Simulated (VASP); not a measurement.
Write the native input for VASP 6.6.1 that does the following.

| Quantity | Value |
| --- | --- |
| Task | single point |
| Functional | PBE |
| Potentials or basis | VASP PAW PBE potentials, release 64 (Bi_d, Te, C, O) |
| Cutoff | 520 eV |
| k mesh | 6 × 6 × 1 |
| Occupations | gaussian, width 0.1 eV |
| Spin | no spin polarisation |
| Dipole correction | yes |
| Further INCAR settings | ALGO = Normal; EDIFF = 1e-07; NBANDS = 35 |

The structure of Bi2Te2CO lies in POSCAR:

```
Bi2Te2CO
1.0
    4.5978826485      0.0000000000      0.0000000000
    0.0000000000      4.5978826485      0.0000000000
    0.0000000000      0.0000000000     20.9910347787
Bi Te C O
2 2 1 1
Direct
    0.5000000000      0.5000000000      0.1905575424
    0.0000000000      0.0000000000      0.3330486016
    0.0000000000      0.0000000000      0.1905575424
    0.5000000000      0.5000000000      0.3312994782
    0.7500000000      0.2500000000      0.4097480124
    0.6847025326      0.2500000000      0.4631267034
```

These files were run (other wordings do the same):

INCAR

```
PREC = Accurate
ENCUT = 520
EDIFF = 1E-7
ISMEAR = 0
SIGMA = 0.1
LREAL = F
LASPH = T
NELM = 80
ALGO = Normal
ISIF = 2
LWAVE = F
LCHARG = F
LDIPOL = T
IDIPOL = 3
DIPOL = 0.5 0.5 0.320
GGA = PE
NBANDS = 35
```

KPOINTS

```
Automatic mesh
0
Gamma
  6 6 1
```

Potentials or basis: VASP PAW PBE potentials, release 64 (Bi_d, Te, C, O).

Command:

```console
$ cat potpaw_PBE.64/Bi_d/POTCAR potpaw_PBE.64/Te/POTCAR potpaw_PBE.64/C/POTCAR potpaw_PBE.64/O/POTCAR > POTCAR
$ mpirun -np 1 vasp_std > vasp.out
```

It gave:

The largest force is 1.957 eV/Å and the band gap on the k mesh is zero (bands 26 and 27 overlap by 1.02 eV).

Caveat: spin-orbit coupling is left out, which moves the levels of the heavy elements.

Run time: 6 min on 1 thread of Intel(R) Xeon(R) 6975P-C (Granite Rapids), with other jobs on the host, peak memory 0.68 GiB.
